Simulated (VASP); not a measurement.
# Mg (Fm-3m) in VASP: further runs

Mg is run at these levels: PBE; tasks: single point.

Program: VASP 6.6.1. These are calculated values, not measurements. Logs are shortened: lines on timing, memory, paths and dates and some standing lists are left out, and cuts for length are marked.

## (1) The cell of the first run

It takes space group Fm-3m (No. 225, cubic). The conventional cell has a = 4.151 Å, b = 4.151 Å, c = 4.151 Å, α = 90.00°, β = 90.00°, γ = 90.00°. Mg (site symmetry m-3m) has 12 Mg at 2.94 Å within 3.9 Å.

This isn't the form of Mg at room conditions, which is hcp.

## (2) Single point, PBE

The input, INCAR:

```
SYSTEM = Mg
PREC     = Accurate       ! precision mode
ENCUT    = 520            ! plane-wave cutoff, eV
EDIFF    = 1E-6           ! SCF threshold, eV
ISMEAR   = -1             ! smearing method
SIGMA    = 0.1            ! smearing width, eV
LREAL    = .False.        ! projectors in reciprocal space
LASPH    = .True.         ! aspherical terms in the spheres
NELM     = 80             ! most SCF steps
ALGO     = Normal         ! electronic algorithm
ISIF     = 2              ! what is computed and relaxed
LWAVE    = .False.        ! write WAVECAR
LCHARG   = .True.         ! write CHGCAR
GGA      = PE             ! functional
LELF     = .True.         ! ELF
LVHAR    = .True.       
NBANDS   = 7              ! bands
```

The input, KPOINTS:

```
regular mesh
0
Gamma
  16 16 16
  0 0 0
```

The input, POSCAR:

```
Mg
1.0
    0.0000000000      2.0755527098      2.0755527098
    2.0755527098      0.0000000000      2.0755527098
    2.0755527098      2.0755527098      0.0000000000
Mg
1
Direct
    0.0000000000      0.0000000000      0.0000000000
```

Potentials or basis: VASP PAW PBE potentials, release 64 (Mg).

Started as:

```console
$ cat potpaw_PBE.64/Mg/POTCAR > POTCAR
$ mpirun -np 1 vasp_std > vasp.out
```

OUTCAR:

```text
SYSTEM = Mg
   PREC = Accurate
   ENCUT = 520
   EDIFF = 1E-6
   ISMEAR = -1
   LREAL = .False.
   LASPH = .True.
   NELM = 80
   ISIF = 2
   GGA = PE

 ion  position               nearest neighbor table
   1  0.000  0.000  0.000-

  LATTYP: Found a face centered cubic cell.
 ALAT       =     4.1511054196

  Lattice vectors:

 A1 = (   0.0000000000,   2.0755527098,   2.0755527098)
 A2 = (   2.0755527098,   0.0000000000,   2.0755527098)
 A3 = (   2.0755527098,   2.0755527098,   0.0000000000)

Analysis of symmetry for initial positions (statically):
=====================================================================
 Subroutine PRICEL returns:
 Original cell was already a primitive cell.

 Routine SETGRP: Setting up the symmetry group for a
 face centered cubic supercell.

 Subroutine GETGRP returns: Found 48 space group operations
 (whereof 48 operations were pure point group operations)
 out of a pool of 48 trial point group operations.

The static configuration has the point symmetry O_h .

Analysis of symmetry for dynamics (positions and initial velocities):
=====================================================================
 Subroutine PRICEL returns:
 Original cell was already a primitive cell.

 Routine SETGRP: Setting up the symmetry group for a
 face centered cubic supercell.

 Subroutine GETGRP returns: Found 48 space group operations
 (whereof 48 operations were pure point group operations)
 out of a pool of 48 trial point group operations.

The dynamic configuration has the point symmetry O_h .

 Subroutine INISYM returns: Found 48 space group operations
 (whereof 48 operations are pure point group operations),
 and found     1 'primitive' translations

----------------------------------------------------------------------------------------

                                     Primitive cell

  volume of cell :      17.8826

  direct lattice vectors                    reciprocal lattice vectors
     0.000000000  2.075552710  2.075552710    -0.240899688  0.240899688  0.240899688
     2.075552710  0.000000000  2.075552710     0.240899688 -0.240899688  0.240899688
     2.075552710  2.075552710  0.000000000     0.240899688  0.240899688 -0.240899688

  length of vectors
     2.935274792  2.935274792  2.935274792     0.417250499  0.417250499  0.417250499

  position of ions in fractional coordinates (direct lattice)
     0.000000000  0.000000000  0.000000000

  ion indices of the primitive-cell ions
   primitive index   ion index
                 1           1

----------------------------------------------------------------------------------------

 KPOINTS: regular mesh

Automatic generation of k-mesh.
 Grid dimensions read from file:
 generate k-points for:   16   16   16

 Generating k-lattice:

  Cartesian coordinates                     Fractional coordinates (reciprocal lattice)
    -0.015056230  0.015056230  0.015056230     0.062500000  0.000000000  0.000000000
     0.015056230 -0.015056230  0.015056230     0.000000000  0.062500000  0.000000000
     0.015056230  0.015056230 -0.015056230     0.000000000  0.000000000  0.062500000

  Length of vectors
     0.026078156  0.026078156  0.026078156

  Shift w.r.t. Gamma in fractional coordinates (k-lattice)
     0.000000000  0.000000000  0.000000000

 Subroutine IBZKPT returns following result:
 ===========================================

 Found    145 irreducible k-points:

 Following reciprocal coordinates:
            Coordinates               Weight
  0.000000  0.000000  0.000000      1.000000
  0.062500  0.000000  0.000000      8.000000
  0.125000  0.000000  0.000000      8.000000
  0.187500  0.000000  0.000000      8.000000
  0.250000  0.000000  0.000000      8.000000
  0.312500  0.000000  0.000000      8.000000
[... 16 lines left out ...]
 -0.125000  0.062500  0.000000     24.000000
 -0.062500  0.062500  0.000000     12.000000
 [... further k-points ...]
   k-points           NKPTS =    145   k-points in BZ     NKDIM =    145   number of bands    NBANDS=      7
   number of dos      NEDOS =    301   number of ions     NIONS =      1
   total plane-waves  NPLWV =  13824
   dimension x,y,z NGX =    24 NGY =   24 NGZ =   24
   dimension x,y,z NGXF=    48 NGYF=   48 NGZF=   48
   ions per type =               1
   NGX,Y,Z   is equivalent  to a cutoff of  13.59, 13.59, 13.59 a.u.
   NGXF,Y,Z  is equivalent  to a cutoff of  27.19, 27.19, 27.19 a.u.
 SYSTEM =  Mg
   PREC   = accura    normal or accurate (medium, high low for compatibility)
   ISTART =      0    job   : 0-new  1-cont  2-samecut
   ICHARG =      2    charge: 1-file 2-atom 10-const
   ISPIN  =      1    spin polarized calculation?
   LNONCOLLINEAR =      F non collinear calculations
   LSORBIT =      F    spin-orbit coupling
   LASPH  =      T    aspherical Exc in radial PAW
   ENCUT  =  520.0 eV  38.22 Ry    6.18 a.u.   5.46  5.46  5.46*2*pi/ulx,y,z
   NELM   =     80;   NELMIN=  2; NELMDL= -5     # of ELM steps
   EDIFF  = 0.1E-05   stopping-criterion for ELM
   LREAL  =      F    real-space projection
   EDIFFG = 0.1E-04   stopping-criterion for IOM
   NSW    =      0    number of steps for IOM
   IBRION =     -1    ionic relax: 0-MD 1-quasi-New 2-CG
   NFREE  =      0    steps in history (QN), initial steepest desc. (CG)
   ISIF   =      2    stress and relaxation
   ISYM   =      2    0-nonsym 1-usesym 2-fastsym
   POTIM  = 0.5000    time-step for ionic-motion
   TEBEG  =    0.0;   TEEND  =   0.0 temperature during run
   PSTRESS=    0.0 pullay stress
   NELECT =       2.0000    total number of electrons
   NUPDOWN=      -1.0000    fix difference up-down
   EMIN   =  10.00;   EMAX   =-10.00  energy-range for DOS
   EFERMI =   0.00;   METHOD = LEGACY
   ISMEAR =    -1;   SIGMA  =   0.10  broadening in eV -4-tet -1-fermi 0-gaus
   EFERMI_NEDOS =   21; number of points for ismear=-14 and -15
   IALGO  =     38    algorithm
   IMIX   =      4    mixing-type and parameters
     AMIX     =   0.40;   BMIX     =  1.00
     AMIX_MAG =   1.60;   BMIX_MAG =  1.00
  volume/ion in A,a.u.               =      17.88       120.68
  Fermi-wavevector in a.u.,A,eV,Ry     =   0.788753  1.490527  8.464612  0.622131
  Thomas-Fermi vector in A             =   1.893758
   LORBIT       =      0    0 simple, 1 ext, 2 COOP (PROOUT), +10 PAW based schemes
   GGA     = PE    functional components
   LHFCALC =     F    Hartree Fock is set to
   AEXX    =    0.0000 exact exchange contribution
   IVDW    =     0    specifies the selected vdW correction
   LEPSILON=     F    determine dielectric tensor
   LRPA    =     F    only Hartree local field effects (RPA)
 non-spin polarized calculation
  energy-cutoff  :      520.00
  volume of cell :       17.88
 maximum number of plane-waves:       531
 NGX is ok and might be reduce to    24
   NGX = 11   NGY = 11   NGZ = 11

 number of electron       2.0000000 magnetization

 Free energy of the ion-electron system (eV)
  ---------------------------------------------------
  ext. energy  EPLUGINS =         0.00000000
  ---------------------------------------------------
  free energy    TOTEN  =        -1.30373147 eV

  energy without entropy =       -1.29024854  energy(sigma->0) =       -1.29699000

 E-fermi :   4.0519     XC(G=0):  -9.3015

 val. band max:        4.0405224255   @ k =   0.4375   0.0000   0.0000
 cond. band min:       4.0859272327   @ k =  -0.3750   0.1875   0.0625
 fundamental gap:      0.0454048073
 Fermi energy:         4.0519032101

 k-point     1 :       0.0000    0.0000    0.0000
  band No.  band energies     occupation
      1      -3.9978      2.00000
      2      18.0723      0.00000
      3      18.0723      0.00000
      4      18.0723      0.00000
      5      20.7231      0.00000
      6      21.4622      0.00000
      7      21.4622      0.00000

 k-point     2 :       0.0625    0.0000    0.0000
  band No.  band energies     occupation
      1      -3.8950      2.00000
      2      16.5985      0.00000
      3      17.9328      0.00000
      4      17.9328      0.00000
      5      20.9449      0.00000
      6      21.7449      0.00000
      7      21.7449      0.00000

 k-point     3 :       0.1250    0.0000    0.0000
  band No.  band energies     occupation
      1      -3.5875      2.00000
      2      14.3028      0.00000
      3      17.6237      0.00000
      4      17.6237      0.00000
      5      20.5692      0.00000
      6      22.3938      0.00000
      7      22.3938      0.00000

 k-point     4 :       0.1875    0.0000    0.0000
  band No.  band energies     occupation
      1      -3.0778      2.00000
      2      11.9970      0.00000
      3      17.2999      0.00000
      4      17.2999      0.00000
      5      20.1209      0.00000
      6      22.0489      0.00000
      7      22.0489      0.00000

 k-point     5 :       0.2500    0.0000    0.0000
  band No.  band energies     occupation
      1      -2.3701      2.00000
      2       9.7898      0.00000
      3      17.0386      0.00000
      4      17.0386      0.00000
      5      19.7515      0.00000
      6      21.0573      0.00000
      7      21.0573      0.00000
[... 161 lines left out ...]
 k-point    22 :      -0.1875    0.0625    0.0000
  band No.  band energies     occupation
      1      -2.7736      2.00000
      2      11.2889      0.00000
      3      15.4468      0.00000
      4      18.2777      0.00000
      5      20.5561      0.00000
      6      20.7399      0.00000
      7      22.0968      0.00000

 k-point    23 :      -0.1250    0.0625    0.0000
  band No.  band energies     occupation
      1      -3.3492      2.00000
      2      13.5012      0.00000
      3      15.9046      0.00000
      4      18.4375      0.00000
      5      21.1570      0.00000
      6      21.3306      0.00000
      7      22.6034      0.00000

 k-point    24 :      -0.0625    0.0625    0.0000
  band No.  band energies     occupation
      1      -3.7240      2.00000
      2      15.5122      0.00000
      3      16.6914      0.00000
      4      18.3389      0.00000
      5      21.3568      0.00000
      6      21.4774      0.00000
      7      22.0167      0.00000

 [... further k-points ...]

------------------------ aborting loop because EDIFF is reached ----------------------------------------

  FORCE on cell =-STRESS in cart. coord.  units (eV):
  Direction    XX          YY          ZZ          XY          YZ          ZX
  --------------------------------------------------------------------------------------
  -------------------------------------------------------------------------------------
  Total        1.6702199      1.6702199      1.6702199      0.0000000      0.0000000     -0.0000000
  in kB      149.6418084    149.6418084    149.6418084      0.0000000      0.0000000     -0.0000000
  external PRESSURE =     149.6418084 kB  Pullay stress =       0.0000000 kB

 VOLUME and BASIS-vectors are now :
 -----------------------------------------------------------------------------
  energy-cutoff  :      520.00
  volume of cell :       17.88
      direct lattice vectors                 reciprocal lattice vectors
     0.000000000  2.075552710  2.075552710    -0.240899688  0.240899688  0.240899688
     2.075552710  0.000000000  2.075552710     0.240899688 -0.240899688  0.240899688
     2.075552710  2.075552710  0.000000000     0.240899688  0.240899688 -0.240899688

 POSITION                                       TOTAL-FORCE (eV/Angst)
 -----------------------------------------------------------------------------------
      0.00000      0.00000      0.00000         0.000000      0.000000      0.000000
 -----------------------------------------------------------------------------------
    total drift:                                0.000000      0.000000     -0.000000

  FREE ENERGIE OF THE ION-ELECTRON SYSTEM (eV)
  ---------------------------------------------------
  free  energy   TOTEN  =        -1.3037314730 eV

  energy  without entropy=       -1.2902485367  energy(sigma->0) =       -1.29699000
```

It took 13 s on 1 thread of Intel Xeon 8259CL, shared host; peak memory 0.15 GiB.

Results:

```
Free energy            : -1.3037 eV
Pressure               : 15.0 GPa
Band gap on the k mesh : zero (bands 1 and 2 overlap by 2.88 eV)
```

Caveat: the cell stands under pressure.

## (3) Single point, PBE

Changes to INCAR since step 2:

```diff
@@ -3,3 +3,3 @@
 ENCUT    = 520            ! plane-wave cutoff, eV
-EDIFF    = 1E-6           ! SCF threshold, eV
+EDIFF    = 1E-7           ! SCF threshold, eV
 ISMEAR   = -1             ! smearing method
@@ -12,6 +12,4 @@
 LWAVE    = .False.        ! write WAVECAR
-LCHARG   = .True.         ! write CHGCAR
+LCHARG   = .False.        ! write CHGCAR
 GGA      = PE             ! functional
-LELF     = .True.         ! ELF
-LVHAR    = .True.       
 NBANDS   = 7              ! bands
```

KPOINTS is that of step 2.

The input, POSCAR:

```
Mg
1.0
    0.0000000000      2.0751836323      2.0751836323
    2.0751836323      0.0000000000      2.0751836323
    2.0751836323      2.0751836323      0.0000000000
Mg
1
Direct
    0.0000000000      0.0000000000      0.0000000000
```

Potentials or basis: VASP PAW PBE potentials, release 64 (Mg).

Started as:

```console
$ cat potpaw_PBE.64/Mg/POTCAR > POTCAR
$ mpirun -np 1 vasp_std > vasp.out
```

Run time: 14 s. Hardware: 1 thread of Intel Xeon 8259CL, shared host; peak memory 0.15 GiB.

It converged, with:

- Free energy: -1.3028 eV
- Pressure: 15.0 GPa
- Band gap on the k mesh: zero (bands 1 and 2 overlap by 2.88 eV)

Levels at points of the mesh, in eV from the Fermi level:
```csv
k point,band 1,band 2,band 3,band 4
"(0.00, 0.00, 0.00)",-8.05,14.02,14.02,14.02
"(0.50, 0.00, 0.00)",-2.12,-1.26,12.71,12.71
"(0.50, 0.50, 0.00)",-0.26,0.92,6.57,8.41
```

Caveat: the cell stands under pressure.

(Continued in part 2 of 2.)
